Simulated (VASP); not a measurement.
# Pb (Im-3m) in VASP: a series of runs

Pb is run at these levels: r2SCAN; tasks: single point.

Program: VASP 6.6.1. These are calculated values, not measurements. Logs are shortened: lines on timing, memory, paths and dates and some standing lists are left out, and cuts for length are marked.

**1. The cell of the first run**

It takes space group Im-3m (No. 229, cubic). The conventional cell has a = 3.794 Å, b = 3.794 Å, c = 3.794 Å, α = 90.00°, β = 90.00°, γ = 90.00°. Within 4.3 Å of Pb (site symmetry m-3m) lie 14 Pb at 3.29 to 3.79 Å.

This isn't the form of Pb at room conditions, which is fcc.

**2. Single point, r2SCAN (27.32 Å³/atom)**

Contents of POSCAR:

```
Pb
1.0
   -1.8972047215      1.8972047215      1.8972047215
    1.8972047215     -1.8972047215      1.8972047215
    1.8972047215      1.8972047215     -1.8972047215
Pb
1
Direct
    0.0000000000      0.0000000000      0.0000000000
```

Contents of INCAR.step1:

```
SYSTEM = Pb
PREC = Accurate
ENCUT = 520
ISMEAR = -1
SIGMA = 0.1
LREAL = .False.
LASPH = .True.
NELM = 100
NBANDS = 13
GGA = PE
ALGO = Normal
EDIFF = 1E-4
LWAVE = .True.
LCHARG = .False.
```

Contents of INCAR.step2:

```
SYSTEM = Pb
PREC = Accurate
ENCUT = 520
EDIFF = 1E-7
ISMEAR = -1
SIGMA = 0.1
LREAL = .False.
LASPH = .True.
NELM = 100
ALGO = Normal
ISIF = 2
LWAVE = .False.
LCHARG = .False.
METAGGA = R2SCAN
LMIXTAU = .True.
NBANDS = 13
ISTART = 1
```

Contents of KPOINTS:

```
Automatic mesh
0
Gamma
  13 13 13
  0 0 0
```

Potentials or basis: VASP PAW PBE potentials, release 64 (Pb_d).

Run with:

```
cat potpaw_PBE.64/Pb_d/POTCAR > POTCAR
cp INCAR.step1 INCAR
mpirun -np 1 vasp_std > vasp.out
cp INCAR.step2 INCAR
mpirun -np 1 vasp_std > vasp.out
```

OUTCAR:

```text
SYSTEM = Pb
   PREC = Accurate
   ENCUT = 520
   EDIFF = 1E-7
   ISMEAR = -1
   LREAL = .False.
   LASPH = .True.
   NELM = 100
   ISIF = 2
   METAGGA = R2SCAN
   ISTART = 1

 ion  position               nearest neighbor table
   1  0.000  0.000  0.000-

  LATTYP: Found a body centered cubic cell.
 ALAT       =     3.7944094430

  Lattice vectors:

 A1 = (  -1.8972047215,   1.8972047215,   1.8972047215)
 A2 = (   1.8972047215,  -1.8972047215,   1.8972047215)
 A3 = (   1.8972047215,   1.8972047215,  -1.8972047215)

Analysis of symmetry for initial positions (statically):
=====================================================================
 Subroutine PRICEL returns:
 Original cell was already a primitive cell.

 Routine SETGRP: Setting up the symmetry group for a
 body centered cubic supercell.

 Subroutine GETGRP returns: Found 48 space group operations
 (whereof 48 operations were pure point group operations)
 out of a pool of 48 trial point group operations.

The static configuration has the point symmetry O_h .

Analysis of symmetry for dynamics (positions and initial velocities):
=====================================================================
 Subroutine PRICEL returns:
 Original cell was already a primitive cell.

 Routine SETGRP: Setting up the symmetry group for a
 body centered cubic supercell.

 Subroutine GETGRP returns: Found 48 space group operations
 (whereof 48 operations were pure point group operations)
 out of a pool of 48 trial point group operations.

The dynamic configuration has the point symmetry O_h .

 Subroutine INISYM returns: Found 48 space group operations
 (whereof 48 operations are pure point group operations),
 and found     1 'primitive' translations

----------------------------------------------------------------------------------------

                                     Primitive cell

  volume of cell :      27.3151

  direct lattice vectors                    reciprocal lattice vectors
    -1.897204722  1.897204722  1.897204722     0.000000000  0.263545623  0.263545623
     1.897204722 -1.897204722  1.897204722     0.263545623  0.000000000  0.263545623
     1.897204722  1.897204722 -1.897204722     0.263545623  0.263545623  0.000000000

  length of vectors
     3.286054970  3.286054970  3.286054970     0.372709794  0.372709794  0.372709794

  position of ions in fractional coordinates (direct lattice)
     0.000000000  0.000000000  0.000000000

  ion indices of the primitive-cell ions
   primitive index   ion index
                 1           1

----------------------------------------------------------------------------------------

 KPOINTS: Automatic mesh

Automatic generation of k-mesh.
 Grid dimensions read from file:
 generate k-points for:   13   13   13

 Generating k-lattice:

  Cartesian coordinates                     Fractional coordinates (reciprocal lattice)
     0.000000000  0.020272740  0.020272740     0.076923077  0.000000000  0.000000000
     0.020272740  0.000000000  0.020272740     0.000000000  0.076923077  0.000000000
     0.020272740  0.020272740  0.000000000     0.000000000  0.000000000  0.076923077

  Length of vectors
     0.028669984  0.028669984  0.028669984

  Shift w.r.t. Gamma in fractional coordinates (k-lattice)
     0.000000000  0.000000000  0.000000000

 Subroutine IBZKPT returns following result:
 ===========================================

 Found     84 irreducible k-points:

 Following reciprocal coordinates:
            Coordinates               Weight
  0.000000  0.000000  0.000000      1.000000
  0.076923  0.000000  0.000000     12.000000
  0.153846  0.000000  0.000000     12.000000
  0.230769  0.000000  0.000000     12.000000
  0.307692  0.000000  0.000000     12.000000
  0.384615  0.000000  0.000000     12.000000
[... 16 lines left out ...]
  0.153846  0.076923  0.076923     24.000000
  0.230769  0.076923  0.076923     24.000000
 [... further k-points ...]
   k-points           NKPTS =     84   k-points in BZ     NKDIM =     84   number of bands    NBANDS=     13
[... 49 lines left out ...]
      3      -9.3313      2.00000
      4      -9.1303      2.00000
      5      -9.1049      2.00000
      6      -4.0546      2.00000
      7      13.3762      0.00000
      8      15.8061      0.00000
      9      16.6006      0.00000
     10      18.9310      0.00000
     11      19.7031      0.00000
     12      20.5426      0.00000
     13      23.6454      0.00000

 k-point     4 :       0.2308    0.0000    0.0000
  band No.  band energies     occupation
      1      -9.5022      2.00000
      2      -9.4114      2.00000
      3      -9.2093      2.00000
      4      -9.1478      2.00000
      5      -9.1072      2.00000
      6      -3.3440      2.00000
      7      10.5958      0.00000
      8      14.6027      0.00000
      9      15.8191      0.00000
     10      18.2495      0.00000
     11      19.2143      0.00000
     12      21.1359      0.00000
     13      23.8379      0.00000

 k-point     5 :       0.3077    0.0000    0.0000
  band No.  band energies     occupation
      1      -9.5322      2.00000
      2      -9.4239      2.00000
      3      -9.1489      2.00000
      4      -9.1095      2.00000
      5      -9.0760      2.00000
      6      -2.3598      2.00000
      7       7.9827      1.98455
      8      13.5630      0.00000
      9      15.1105      0.00000
     10      17.7638      0.00000
     11      18.8337      0.00000
     12      22.0667      0.00000
     13      24.0844      0.00000
[... 257 lines left out ...]
 k-point    22 :       0.0769    0.0769    0.0769
  band No.  band energies     occupation
      1      -9.4583      2.00000
      2      -9.4583      2.00000
      3      -9.2695      2.00000
      4      -9.1201      2.00000
      5      -9.1201      2.00000
      6      -3.7694      2.00000
      7      12.4191      0.00000
      8      14.9620      0.00000
      9      14.9620      0.00000
     10      20.3736      0.00000
     11      20.3736      0.00000
     12      21.2373      0.00000
     13      23.4538      0.00000

 k-point    23 :       0.1538    0.0769    0.0769
  band No.  band energies     occupation
      1      -9.4864      2.00000
      2      -9.4403      2.00000
      3      -9.1742      2.00000
      4      -9.1355      2.00000
      5      -9.1157      2.00000
      6      -3.0597      2.00000
      7      10.2609      0.00000
      8      13.2358      0.00000
      9      14.0837      0.00000
     10      20.4595      0.00000
     11      20.9776      0.00000
     12      21.5815      0.00000
     13      23.8857      0.00000

 k-point    24 :       0.2308    0.0769    0.0769
  band No.  band energies     occupation
      1      -9.5141      2.00000
      2      -9.4268      2.00000
      3      -9.1443      2.00000
      4      -9.1130      2.00000
      5      -9.0761      2.00000
      6      -2.0874      2.00000
      7       7.9853      1.98415
      8      11.9816      0.00000
      9      13.3721      0.00000
     10      20.0645      0.00000
     11      20.8522      0.00000
     12      22.4496      0.00000
     13      24.2407      0.00000

 [... further k-points ...]

------------------------ aborting loop because EDIFF is reached ----------------------------------------

  FORCE on cell =-STRESS in cart. coord.  units (eV):
  Direction    XX          YY          ZZ          XY          YZ          ZX
  --------------------------------------------------------------------------------------
  -------------------------------------------------------------------------------------
  Total        1.2902617      1.2902617      1.2902617      0.0000000      0.0000000     -0.0000000
  in kB       75.6808149     75.6808149     75.6808149      0.0000000      0.0000000     -0.0000000
  external PRESSURE =      75.6808149 kB  Pullay stress =       0.0000000 kB

 VOLUME and BASIS-vectors are now :
 -----------------------------------------------------------------------------
  energy-cutoff  :      520.00
  volume of cell :       27.32
      direct lattice vectors                 reciprocal lattice vectors
    -1.897204722  1.897204722  1.897204722     0.000000000  0.263545623  0.263545623
     1.897204722 -1.897204722  1.897204722     0.263545623  0.000000000  0.263545623
     1.897204722  1.897204722 -1.897204722     0.263545623  0.263545623  0.000000000

 POSITION                                       TOTAL-FORCE (eV/Angst)
 -----------------------------------------------------------------------------------
      0.00000      0.00000      0.00000        -0.000000     -0.000000      0.000000
 -----------------------------------------------------------------------------------
    total drift:                                0.000000      0.000000     -0.000000

  FREE ENERGIE OF THE ION-ELECTRON SYSTEM (eV)
  ---------------------------------------------------
  free  energy   TOTEN  =       -56.1727841622 eV

  energy  without entropy=      -56.1570365578  energy(sigma->0) =      -56.16491036
```

It took 97 s on 1 thread of Intel Xeon 8259CL, shared host; peak memory 0.16 GiB.

What came out:

| Quantity | Value |
| --- | --- |
| Free energy | -56.1728 eV |
| Pressure | 7.6 GPa |
| Band gap on the k mesh | zero (bands 7 and 8 overlap by 11.27 eV) |

Levels at points of the mesh, in eV from the Fermi level:
| k point | band 4 | band 5 | band 6 | band 7 | band 8 | band 9 | band 10 | band 11 |
| --- | --- | --- | --- | --- | --- | --- | --- | --- |
| (0.00, 0.00, 0.00) | -17.57 | -17.57 | -13.09 | 8.97 | 8.97 | 8.97 | 12.02 | 12.02 |

Caveat: the cell stands under pressure; the PAW data sets were made with another functional, which shifts forces and pressure a little; spin-orbit coupling is left out, which moves the levels of the heavy elements.

**3. Single point, r2SCAN (28.56 Å³/atom)**

This run uses another cell than the first one, of 28.56 Å³/atom.

Contents of POSCAR:

```
Pb
1.0
   -1.9255253852      1.9255253852      1.9255253852
    1.9255253852     -1.9255253852      1.9255253852
    1.9255253852      1.9255253852     -1.9255253852
Pb
1
Direct
    0.0000000000      0.0000000000      0.0000000000
```

Contents of INCAR.step1:

```
  PREC = Accurate
  ENCUT = 520
  ISMEAR = -1
  SIGMA = 0.1
  LREAL = False
  LASPH = True
  NELM = 60
  NBANDS = 13
  GGA = PE
  ALGO = Normal
  EDIFF = 1E-4
  LWAVE = True
  LCHARG = False
```

Contents of INCAR.step2:

```
  PREC = Accurate
  ENCUT = 520
  EDIFF = 1E-7
  ISMEAR = -1
  SIGMA = 0.1
  LREAL = False
  LASPH = True
  NELM = 60
  ALGO = Normal
  ISIF = 2
  LWAVE = False
  LCHARG = False
  METAGGA = R2SCAN
  LMIXTAU = True
  NBANDS = 13
  ISTART = 1
```

Contents of KPOINTS:

```
Automatic mesh
0
Gamma
  13 13 13
```

Potentials or basis: VASP PAW PBE potentials, release 64 (Pb_d).

Run with:

```
cat potpaw_PBE.64/Pb_d/POTCAR > POTCAR
cp INCAR.step1 INCAR
mpirun -np 1 vasp_std > vasp.out
cp INCAR.step2 INCAR
mpirun -np 1 vasp_std > vasp.out
```

It took 3.9 min on 1 thread of Intel Xeon 8259CL, shared host; peak memory 0.18 GiB.

The run converged. Its results:

```
Free energy            : -56.2194 eV
Pressure               : 4.4 GPa
Band gap on the k mesh : zero (bands 7 and 8 overlap by 10.69 eV)
```

Levels at points of the mesh, in eV from the Fermi level:
```
           k point  band 4  band 5  band 6  band 7  band 8  band 9  band 10  band 11
(0.00, 0.00, 0.00)  -17.55  -17.55  -12.74    8.52    8.52    8.52    11.96    11.96
```

Caveat: the cell stands under pressure; the PAW data sets were made with another functional, which shifts forces and pressure a little; spin-orbit coupling is left out, which moves the levels of the heavy elements.

**4. Single point, r2SCAN (29.80 Å³/atom)**

This run uses another cell than the first one, of 29.80 Å³/atom.

Contents of POSCAR:

```
Pb
1.0
   -1.9530366076      1.9530366076      1.9530366076
    1.9530366076     -1.9530366076      1.9530366076
    1.9530366076      1.9530366076     -1.9530366076
Pb
1
Direct
    0.0000000000      0.0000000000      0.0000000000
```

Contents of INCAR.step1:

```
PREC     = Accurate       # precision mode
ENCUT    = 520            # plane-wave cutoff, eV
ISMEAR   = -1             # smearing method
SIGMA    = 0.1            # smearing width, eV
LREAL    = False          # projectors in reciprocal space
LASPH    = True           # aspherical terms in the spheres
NELM     = 60             # most SCF steps
NBANDS   = 13             # bands
GGA      = PE             # functional
ALGO     = Normal         # electronic algorithm
EDIFF    = 1E-4           # SCF threshold, eV
LWAVE    = True           # write WAVECAR
LCHARG   = False          # write CHGCAR
```

Contents of INCAR.step2:

```
PREC     = Accurate       # precision mode
ENCUT    = 520            # plane-wave cutoff, eV
EDIFF    = 1E-7           # SCF threshold, eV
ISMEAR   = -1             # smearing method
SIGMA    = 0.1            # smearing width, eV
LREAL    = False          # projectors in reciprocal space
LASPH    = True           # aspherical terms in the spheres
NELM     = 60             # most SCF steps
ALGO     = Normal         # electronic algorithm
ISIF     = 2              # what is computed and relaxed
LWAVE    = False          # write WAVECAR
LCHARG   = False          # write CHGCAR
METAGGA  = R2SCAN         # meta-GGA
LMIXTAU  = True         
NBANDS   = 13             # bands
ISTART   = 1
```

Contents of KPOINTS:

```
regular mesh
0
Gamma
  13 13 13
```

Run with:

```
cat potpaw_PBE.64/Pb_d/POTCAR > POTCAR
cp INCAR.step1 INCAR
mpirun -np 1 vasp_std > vasp.out
cp INCAR.step2 INCAR
mpirun -np 1 vasp_std > vasp.out
```

Wall time 4 min (1 thread of Intel Xeon 8259CL, shared host); peak memory 0.18 GiB.

Results (log left out):

```
Free energy            : -56.2441 eV
Pressure               : 1.9 GPa
Band gap on the k mesh : zero (bands 7 and 8 overlap by 10.16 eV)
```

Levels at points of the mesh, in eV from the Fermi level:
```csv
k point,band 3,band 4,band 5,band 6,band 7,band 8,band 9,band 10,band 11,band 12
"(0.00, 0.00, 0.00)",-17.81,-17.54,-17.54,-12.43,8.10,8.10,8.10,11.90,11.90,11.90
```

Caveat: the PAW data sets were made with another functional, which shifts forces and pressure a little; spin-orbit coupling is left out, which moves the levels of the heavy elements.

**5. Single point, r2SCAN (31.04 Å³/atom)**

This run uses another cell than the first one, of 31.04 Å³/atom.

Contents of POSCAR:

```
Pb
1.0
   -1.9797938587      1.9797938587      1.9797938587
    1.9797938587     -1.9797938587      1.9797938587
    1.9797938587      1.9797938587     -1.9797938587
Pb
1
Direct
    0.0000000000      0.0000000000      0.0000000000
```

Contents of INCAR.step1:

```
SYSTEM = Pb
PREC     = Accurate       ! precision mode
ENCUT    = 520            ! plane-wave cutoff, eV
ISMEAR   = -1             ! smearing method
SIGMA    = 0.1            ! smearing width, eV
LREAL    = .FALSE.        ! projectors in reciprocal space
LASPH    = .TRUE.         ! aspherical terms in the spheres
NELM     = 100            ! most SCF steps
NBANDS   = 13             ! bands
GGA      = PE             ! functional
ALGO     = Normal         ! electronic algorithm
EDIFF    = 1E-4           ! SCF threshold, eV
LWAVE    = .TRUE.         ! write WAVECAR
LCHARG   = .FALSE.        ! write CHGCAR
```

Contents of INCAR.step2:

```
SYSTEM = Pb
PREC     = Accurate       ! precision mode
ENCUT    = 520            ! plane-wave cutoff, eV
EDIFF    = 1E-6           ! SCF threshold, eV
ISMEAR   = -1             ! smearing method
SIGMA    = 0.1            ! smearing width, eV
LREAL    = .FALSE.        ! projectors in reciprocal space
LASPH    = .TRUE.         ! aspherical terms in the spheres
NELM     = 100            ! most SCF steps
ALGO     = Normal         ! electronic algorithm
ISIF     = 2              ! what is computed and relaxed
LWAVE    = .FALSE.        ! write WAVECAR
LCHARG   = .FALSE.        ! write CHGCAR
METAGGA  = R2SCAN         ! meta-GGA
LMIXTAU  = .TRUE.       
NBANDS   = 13             ! bands
ISTART   = 1
```

Contents of KPOINTS:

```
regular mesh
0
G
  13 13 13
  0 0 0
```

Run with:

```
cat potpaw_PBE.64/Pb_d/POTCAR > POTCAR
cp INCAR.step1 INCAR
mpirun -np 1 vasp_std > vasp.out
cp INCAR.step2 INCAR
mpirun -np 1 vasp_std > vasp.out
```

Run time: 3.7 min. Hardware: 1 thread of Intel Xeon 8259CL, shared host; peak memory 0.18 GiB.

Results (log left out):

```yaml
Free_energy: -56.2516 eV
Pressure: -0.1 GPa
Band_gap_on_the_k_mesh: zero (bands 7 and 8 overlap by 9.66 eV)
```

Levels at points of the mesh, in eV from the Fermi level:
```tsv
k point	band 5	band 6	band 7	band 8	band 9	band 10
(0.00, 0.00, 0.00)	-17.53	-12.14	7.72	7.72	7.72	11.84
```

Caveat: the PAW data sets were made with another functional, which shifts forces and pressure a little; spin-orbit coupling is left out, which moves the levels of the heavy elements.

**6. Single point, r2SCAN (32.28 Å³/atom)**

This run uses another cell than the first one, of 32.28 Å³/atom.

Contents of POSCAR:

```
Pb
1.0
   -2.0058467656      2.0058467656      2.0058467656
    2.0058467656     -2.0058467656      2.0058467656
    2.0058467656      2.0058467656     -2.0058467656
Pb
1
Direct
    0.0000000000      0.0000000000      0.0000000000
```

Contents of INCAR.step1:

```
ALGO = Normal ; EDIFF = 1E-4
ENCUT = 520 ; GGA = PE
ISMEAR = -1 ; LASPH = T
LCHARG = F ; LREAL = F
LWAVE = T ; NBANDS = 13
NELM = 80 ; PREC = Accurate
SIGMA = 0.1
```

Contents of INCAR.step2:

```
ALGO = Normal ; EDIFF = 1E-6
ENCUT = 520 ; ISIF = 2
ISMEAR = -1 ; ISTART = 1
LASPH = T ; LCHARG = F
LMIXTAU = T ; LREAL = F
LWAVE = F ; METAGGA = R2SCAN
NBANDS = 13 ; NELM = 80
PREC = Accurate ; SIGMA = 0.1
```

Contents of KPOINTS:

```
k-points
0
Gamma
  13 13 13
```

Potentials or basis: VASP PAW PBE potentials, release 64 (Pb_d).

Run with:

```
cat potpaw_PBE.64/Pb_d/POTCAR > POTCAR
cp INCAR.step1 INCAR
mpirun -np 1 vasp_std > vasp.out
cp INCAR.step2 INCAR
mpirun -np 1 vasp_std > vasp.out
```

Run time: 3.7 min. Hardware: 1 thread of Intel Xeon 8259CL, shared host; peak memory 0.19 GiB.

It converged, with:

```
Free energy            : -56.2454 eV
Pressure               : -1.6 GPa
Band gap on the k mesh : zero (bands 7 and 8 overlap by 9.21 eV)
```

Levels at points of the mesh, in eV from the Fermi level:
| k point | band 3 | band 4 | band 5 | band 6 | band 7 | band 8 | band 9 | band 10 | band 11 | band 12 |
| --- | --- | --- | --- | --- | --- | --- | --- | --- | --- | --- |
| (0.00, 0.00, 0.00) | -17.75 | -17.53 | -17.53 | -11.88 | 7.36 | 7.36 | 7.36 | 11.77 | 11.77 | 11.77 |

Caveat: the PAW data sets were made with another functional, which shifts forces and pressure a little; spin-orbit coupling is left out, which moves the levels of the heavy elements.

**7. The runs side by side**

```tsv
cell	gap on the mesh (eV)	pressure (GPa)
a = 3.286 Å, angles 109.5°, 1 atom	none	7.6
a = 3.335 Å, angles 109.5°, 1 atom	none	4.4
a = 3.383 Å, angles 109.5°, 1 atom	none	1.9
a = 3.429 Å, angles 109.5°, 1 atom	none	-0.1
a = 3.474 Å, angles 109.5°, 1 atom	none	-1.6
```

Alike in all rows: task single point; level r2SCAN; potentials or basis VASP PAW PBE potentials, release 64 (Pb_d); no spin polarisation; k mesh 13 × 13 × 13; cutoff (eV) 520; smearing fermi-dirac 0.1 eV.

Caveats: the PAW data sets were made with another functional, which shifts forces and pressure a little; spin-orbit coupling is left out, which moves the levels of the heavy elements; the cell stands under pressure (at least some runs).

Total energies depend on the potentials used, so only differences within one code and one set of settings carry meaning.
